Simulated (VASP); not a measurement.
# GaP (F-43m) in VASP: further runs

Runs on GaP. Level: PBEsol. Tasks: relaxation of cell and atoms.

Program: VASP 6.6.1. These are calculated values, not measurements. Logs are shortened: lines on timing, memory, paths and dates and some standing lists are left out, and cuts for length are marked.

## Step 1: The cell of the first run

The structure is cubic, space group F-43m (No. 216). The conventional cell has a = 5.439 Å, b = 5.439 Å, c = 5.439 Å, α = 90.00°, β = 90.00°, γ = 90.00°. Within 3.1 Å of Ga (site symmetry -43m) lie 4 P at 2.35 Å. P (site symmetry -43m) has 4 Ga at 2.35 Å within 3.1 Å.

## Step 2: Relaxation of cell and atoms, PBEsol, target pressure 1 GPa, at which the enthalpy is minimised

Input file INCAR:

```
SYSTEM = GaP
ALGO = Normal ; EDIFF = 1E-6
EDIFFG = -0.002 ; ENCUT = 600
GGA = PS ; IBRION = 2
ISIF = 3 ; ISMEAR = 0
LASPH = .TRUE. ; LCHARG = .FALSE.
LREAL = .FALSE. ; LWAVE = .FALSE.
NELM = 60 ; NSW = 100
PREC = Accurate ; PSTRESS = 10.0
SIGMA = 0.01
```

Input file KPOINTS:

```
k-points
0
G
  8 8 8
  0 0 0
```

Input file POSCAR:

```
GaP
1.0
    0.0000000000      2.7192748328      2.7192748328
    2.7192748328      0.0000000000      2.7192748328
    2.7192748328      2.7192748328      0.0000000000
Ga P
1 1
Direct
    0.0000000000      0.0000000000      0.0000000000
    0.7500000000      0.7500000000      0.7500000000
```

Potentials or basis: VASP PAW PBE potentials, release 64 (Ga_d, P).

The run is started by

```bash
$ cat potpaw_PBE.64/Ga_d/POTCAR potpaw_PBE.64/P/POTCAR > POTCAR
$ mpirun -np 1 vasp_std > vasp.out
```

OUTCAR:

```text
SYSTEM = GaP
   EDIFF = 1E-6
   EDIFFG = -0.002
   ENCUT = 600
   GGA = PS
   IBRION = 2
   ISIF = 3
   ISMEAR = 0
   LASPH = .TRUE.
   LREAL = .FALSE.
   NELM = 60
   NSW = 100
   PREC = Accurate
   PSTRESS = 10.0

 ion  position               nearest neighbor table
   1  0.000  0.000  0.000-   2 2.35   2 2.35   2 2.35   2 2.35
   2  0.750  0.750  0.750-   1 2.35   1 2.35   1 2.35   1 2.35

  LATTYP: Found a face centered cubic cell.
 ALAT       =     5.4385496656

  Lattice vectors:

 A1 = (   0.0000000000,   2.7192748328,   2.7192748328)
 A2 = (   2.7192748328,   0.0000000000,   2.7192748328)
 A3 = (   2.7192748328,   2.7192748328,   0.0000000000)

Analysis of symmetry for initial positions (statically):
=====================================================================
 Subroutine PRICEL returns:
 Original cell was already a primitive cell.

 Routine SETGRP: Setting up the symmetry group for a
 face centered cubic supercell.

 Subroutine GETGRP returns: Found 24 space group operations
 (whereof 24 operations were pure point group operations)
 out of a pool of 48 trial point group operations.

The static configuration has the point symmetry T_d .

Analysis of symmetry for dynamics (positions and initial velocities):
=====================================================================
 Subroutine PRICEL returns:
 Original cell was already a primitive cell.

 Routine SETGRP: Setting up the symmetry group for a
 face centered cubic supercell.

 Subroutine GETGRP returns: Found 24 space group operations
 (whereof 24 operations were pure point group operations)
 out of a pool of 48 trial point group operations.

The dynamic configuration has the point symmetry T_d .

 Subroutine INISYM returns: Found 24 space group operations
 (whereof 24 operations are pure point group operations),
 and found     1 'primitive' translations

----------------------------------------------------------------------------------------

                                     Primitive cell

  volume of cell :      40.2151

  direct lattice vectors                    reciprocal lattice vectors
     0.000000000  2.719274833  2.719274833    -0.183872551  0.183872551  0.183872551
     2.719274833  0.000000000  2.719274833     0.183872551 -0.183872551  0.183872551
     2.719274833  2.719274833  0.000000000     0.183872551  0.183872551 -0.183872551

  length of vectors
     3.845635348  3.845635348  3.845635348     0.318476600  0.318476600  0.318476600

  position of ions in fractional coordinates (direct lattice)
     0.000000000  0.000000000  0.000000000
[... 109 lines left out ...]
 conjugate gradient relaxation of ions
 non-spin polarized calculation
 Gauss-broadening in eV      SIGMA  =   0.01
  energy-cutoff  :      600.00
  volume of cell :       40.22
 maximum number of plane-waves:      1363
   NGX = 15   NGY = 15   NGZ = 15

--------------------------------------- Ionic step        1  -------------------------------------------

 number of electron      18.0000005 magnetization

 Free energy of the ion-electron system (eV)
  ---------------------------------------------------
  ext. energy  EPLUGINS =         0.00000000
  ---------------------------------------------------
  free energy    TOTEN  =        -9.92110072 eV

  energy without entropy =       -9.92110072  energy(sigma->0) =       -9.92110072

------------------------ aborting loop because EDIFF is reached ----------------------------------------

  FORCE on cell =-STRESS in cart. coord.  units (eV):
  Direction    XX          YY          ZZ          XY          YZ          ZX
  --------------------------------------------------------------------------------------
  -------------------------------------------------------------------------------------
  Total       -0.0232435     -0.0232435     -0.0232435      0.0000000      0.0000000     -0.0000000
  in kB       -0.9260271     -0.9260271     -0.9260271      0.0000000      0.0000000     -0.0000000
  external PRESSURE =     -10.9260271 kB  Pullay stress =      10.0000000 kB
[... 97 lines left out ...]
  energy  without entropy=       -9.9197010016  energy(sigma->0) =       -9.91970100

  enthalpy is  TOTEN    =        -9.6717919187 eV   P V=        0.2479090829

[... ionic steps 4 to 13 ...]

--------------------------------------- Ionic step       14  -------------------------------------------

 number of electron      18.0000008 magnetization

------------------------ aborting loop because EDIFF is reached ----------------------------------------
[... 71 lines left out ...]
--------------------------------------- Ionic step       16  -------------------------------------------

 number of electron      18.0000008 magnetization

 Free energy of the ion-electron system (eV)
  ---------------------------------------------------
  ext. energy  EPLUGINS =         0.00000000
  ---------------------------------------------------
  free energy    TOTEN  =        -9.91965900 eV

  energy without entropy =       -9.91965900  energy(sigma->0) =       -9.91965900

 E-fermi :   4.8343     XC(G=0): -10.1080

 val. band max:        4.7664485708   @ k =   0.0000   0.0000   0.0000
 cond. band min:       6.2427584567   @ k =   0.5000   0.5000   0.0000
 fundamental gap:      1.4763098859
 Fermi energy:         4.8342688812

 k-point     1 :       0.0000    0.0000    0.0000
  band No.  band energies     occupation
      1      -9.8092      2.00000
      2      -9.8092      2.00000
      3      -9.8092      2.00000
      4      -9.7024      2.00000
      5      -9.7024      2.00000
      6      -7.9041      2.00000
      7       4.7664      2.00000
      8       4.7664      2.00000
      9       4.7664      2.00000
     10       6.6749      0.00000
     11       8.5875      0.00000
     12       8.5875      0.00000
     13       8.5875      0.00000
[... 354 lines left out ...]
  band No.  band energies     occupation
      1      -9.9045      2.00000
      2      -9.7762      2.00000
      3      -9.7630      2.00000
      4      -9.7084      2.00000
      5      -9.6947      2.00000
      6      -5.3280      2.00000
      7      -1.8012      2.00000
      8       1.4550      2.00000
      9       2.7515      2.00000
     10       8.2143      0.00000
     11       8.9472      0.00000
     12      11.2315      0.00000
     13      12.6618      0.00000

 [... further k-points ...]

------------------------ aborting loop because EDIFF is reached ----------------------------------------

  FORCE on cell =-STRESS in cart. coord.  units (eV):
  Direction    XX          YY          ZZ          XY          YZ          ZX
  --------------------------------------------------------------------------------------
  -------------------------------------------------------------------------------------
  Total        0.2468744      0.2468744      0.2468744      0.0000000      0.0000000     -0.0000000
  in kB        9.9599444      9.9599444      9.9599444      0.0000000      0.0000000     -0.0000000
  external PRESSURE =      -0.0400556 kB  Pullay stress =      10.0000000 kB
[... 21 lines left out ...]
  energy  without entropy=       -9.9196590016  energy(sigma->0) =       -9.91965900

  enthalpy is  TOTEN    =        -9.6717917185 eV   P V=        0.2478672831

 reached required accuracy - stopping structural energy minimisation
```

It took 2.3 min on 1 thread of Intel Xeon 8259CL, shared host; peak memory 0.19 GiB.

Results:

```yaml
Free_energy: -9.9197 eV
Relaxed_volume: 19.86 Å³/atom
Relaxed_cell: a = 3.830 Å, b = 3.830 Å, c = 3.830 Å, α = 60.00°, β = 60.00°, γ = 60.00°
Space_group_after_relaxing_to_0.1_Å: F-43m (No. 216)
Energy_change_on_relaxing_the_run_minimises_the_enthalpy: +0.7 meV/atom
Ionic_steps: 16
Pressure_after_relaxing: 1.0 GPa
Band_gap_on_the_k_mesh: 1.48 eV (least direct gap 1.91 eV)
```

The path:
```tsv
step	energy change (eV)	largest force (eV/Å)	pressure (GPa)	volume (Å³)
1	0.0000	0.0000	-0.09	40.22
2	0.0039	0.0000	1.71	39.42
3	0.0014	0.0000	0.93	39.72
4	0.0016	0.0000	1.10	39.69
5	0.0015	0.0000	0.97	39.71
6	0.0015	0.0000	1.02	39.71
7	0.0015	0.0000	1.03	39.71
8	0.0015	0.0000	1.03	39.71
9	0.0015	0.0000	1.03	39.71
10	0.0015	0.0000	1.03	39.71
11	0.0015	0.0000	1.03	39.71
12	0.0015	0.0000	1.03	39.71
13	0.0015	0.0000	1.03	39.71
14	0.0015	0.0000	1.03	39.71
15	0.0014	0.0000	0.96	39.71
16	0.0014	0.0000	1.00	39.71
```

Final structure:
```
Ga P
1.0
     0.00000    2.70790    2.70790
     2.70790    0.00000    2.70790
     2.70790    2.70790    0.00000
Ga P
1 1
Direct
  0.00000 0.00000 0.00000
  0.75000 0.75000 0.75000
```

Caveat: the cell is relaxed towards a set pressure, so the run minimises the enthalpy, not the energy; the PAW data sets were made with another functional, which shifts forces and pressure a little.

## Step 3: Relaxation of cell and atoms, PBEsol, target pressure 2 GPa, at which the enthalpy is minimised

Input file INCAR:

```
SYSTEM = GaP
PREC = Accurate
ENCUT = 600
EDIFF = 1E-6
ISMEAR = 0
SIGMA = 0.01
LREAL = .FALSE.
LASPH = .TRUE.
NELM = 100
ALGO = Normal
ISIF = 3
LWAVE = .FALSE.
LCHARG = .FALSE.
GGA = PS
IBRION = 2
NSW = 100
EDIFFG = -0.002
PSTRESS = 20.0
```

Input file KPOINTS:

```
Automatic mesh
0
G
  8 8 8
  0 0 0
```

POSCAR is that of step 2.

Potentials or basis: VASP PAW PBE potentials, release 64 (Ga_d, P).

The run is started by

```bash
$ cat potpaw_PBE.64/Ga_d/POTCAR potpaw_PBE.64/P/POTCAR > POTCAR
$ mpirun -np 1 vasp_std > vasp.out
```

It took 2.1 min on 1 thread of Intel Xeon 8259CL, shared host; peak memory 0.19 GiB.

It converged, with:

```
Free energy                                                : -9.9158 eV
Relaxed volume                                             : 19.65 Å³/atom
Relaxed cell                                               : a = 3.816 Å, b = 3.816 Å, c = 3.816 Å, α = 60.00°, β = 60.00°, γ = 60.00°
Space group after relaxing (to 0.1 Å)                      : F-43m (No. 216)
Energy change on relaxing (the run minimises the enthalpy) : +2.6 meV/atom
Ionic steps                                                : 9
Pressure after relaxing                                    : 2.0 GPa
Band gap on the k mesh                                     : 1.45 eV (least direct gap 2.00 eV)
```

The path:
| step | energy change (eV) | largest force (eV/Å) | pressure (GPa) | volume (Å³) |
| --- | --- | --- | --- | --- |
| 1 | 0.0000 | 0.0000 | -0.09 | 40.22 |
| 2 | 0.0153 | 0.0000 | 3.45 | 38.71 |
| 3 | 0.0054 | 0.0000 | 1.96 | 39.29 |
| 4 | 0.0056 | 0.0000 | 2.11 | 39.27 |
| 5 | 0.0048 | 0.0000 | 1.87 | 39.34 |
| 6 | 0.0054 | 0.0000 | 2.04 | 39.29 |
| 7 | 0.0053 | 0.0000 | 1.93 | 39.30 |
| 8 | 0.0053 | 0.0000 | 2.06 | 39.29 |
| 9 | 0.0053 | 0.0000 | 2.01 | 39.30 |

Final structure:
```yaml
crystal:
  lattice:
    - [0.00000, 2.69844, 2.69844]
    - [2.69844, 0.00000, 2.69844]
    - [2.69844, 2.69844, 0.00000]
  atoms:
    - { symbol: Ga, position: [0.00000, 0.00000, 0.00000] }
    - { symbol: P, position: [0.75000, 0.75000, 0.75000] }
```

Levels at points of the mesh, in eV from the valence-band top:
| k point | band 5 | band 6 | band 7 | band 8 | band 9 | band 10 | band 11 | band 12 | band 13 |
| --- | --- | --- | --- | --- | --- | --- | --- | --- | --- |
| (0.00, 0.00, 0.00) | -14.49 | -12.75 | 0.00 | 0.00 | 0.00 | 2.00 | 3.82 | 3.82 | 3.82 |
| (0.50, 0.00, 0.00) | -14.48 | -10.56 | -6.87 | -1.17 | -1.17 | 1.68 | 4.64 | 4.64 | 8.14 |
| (0.50, 0.50, 0.00) | -14.46 | -9.61 | -6.95 | -2.82 | -2.82 | 1.45 | 1.68 | 10.77 | 10.77 |

Caveat: the cell is relaxed towards a set pressure, so the run minimises the enthalpy, not the energy; the PAW data sets were made with another functional, which shifts forces and pressure a little. A k mesh can miss the band edges.

## Step 4: Relaxation of cell and atoms, PBEsol, target pressure 4 GPa, at which the enthalpy is minimised

Input file INCAR:

```
PREC = Accurate
ENCUT = 600
EDIFF = 1E-7
ISMEAR = 0
SIGMA = 0.01
LREAL = F
LASPH = T
NELM = 80
ALGO = Normal
ISIF = 3
LWAVE = F
LCHARG = F
GGA = PS
IBRION = 2
NSW = 100
EDIFFG = -0.002
PSTRESS = 40.0
```

Input file KPOINTS:

```
Automatic mesh
0
Gamma
  8 8 8
```

POSCAR is that of step 3.

The run is started by

```bash
$ cat potpaw_PBE.64/Ga_d/POTCAR potpaw_PBE.64/P/POTCAR > POTCAR
$ mpirun -np 1 vasp_std > vasp.out
```

Wall time 2.2 min (1 thread of Intel Xeon 8259CL, shared host); peak memory 0.19 GiB.

It converged, with:

```yaml
Free_energy: -9.9010 eV
Relaxed_volume: 19.25 Å³/atom
Relaxed_cell: a = 3.790 Å, b = 3.790 Å, c = 3.790 Å, α = 60.00°, β = 60.00°, γ = 60.00°
Space_group_after_relaxing_to_0.1_Å: F-43m (No. 216)
Energy_change_on_relaxing_the_run_minimises_the_enthalpy: +10.1 meV/atom
Ionic_steps: 8
Pressure_after_relaxing: 4.0 GPa
Band_gap_on_the_k_mesh: 1.41 eV (least direct gap 2.17 eV)
```

The path:
```tsv
step	energy change (eV)	largest force (eV/Å)	pressure (GPa)	volume (Å³)
1	0.0000	0.0000	-0.08	40.22
2	0.0620	0.0000	7.39	37.31
3	0.0201	0.0000	3.95	38.50
4	0.0209	0.0000	4.08	38.46
5	0.0196	0.0000	3.93	38.52
6	0.0202	0.0000	4.03	38.49
7	0.0201	0.0000	3.98	38.50
8	0.0201	0.0000	4.00	38.50
```

Final structure:
```yaml
crystal:
  lattice:
    - [0.00000, 2.67995, 2.67995]
    - [2.67995, 0.00000, 2.67995]
    - [2.67995, 2.67995, 0.00000]
  atoms:
    - { symbol: Ga, position: [0.00000, 0.00000, 0.00000] }
    - { symbol: P, position: [0.75000, 0.75000, 0.75000] }
```

Levels at points of the mesh, in eV from the valence-band top:
```csv
k point,band 5,band 6,band 7,band 8,band 9,band 10,band 11,band 12,band 13
"(0.00, 0.00, 0.00)",-14.52,-12.92,0.00,0.00,0.00,2.17,3.81,3.81,3.81
"(0.50, 0.00, 0.00)",-14.51,-10.65,-7.00,-1.21,-1.21,1.74,4.63,4.63,8.17
"(0.50, 0.50, 0.00)",-14.50,-9.67,-7.05,-2.89,-2.89,1.41,1.66,10.93,10.93
```

Caveat: the cell is relaxed towards a set pressure, so the run minimises the enthalpy, not the energy; the PAW data sets were made with another functional, which shifts forces and pressure a little.

## Step 5: Summary

| cell | gap on the mesh (eV) | pressure (GPa) |
| --- | --- | --- |
| relaxed to 1 GPa | 1.48 | 1.0 |
| relaxed to 2 GPa | 1.45 | 2.0 |
| relaxed to 4 GPa | 1.41 | 4.0 |

Alike in all rows: task relaxation of cell and atoms; level PBEsol; potentials or basis VASP PAW PBE potentials, release 64 (Ga_d, P); no spin polarisation; k mesh 8 × 8 × 8; cutoff (eV) 600; smearing gaussian 0.01 eV.

Caveats: the cell is relaxed towards a set pressure, so the run minimises the enthalpy, not the energy; the PAW data sets were made with another functional, which shifts forces and pressure a little.

Absolute energies hang on the potentials; compare differences alone.
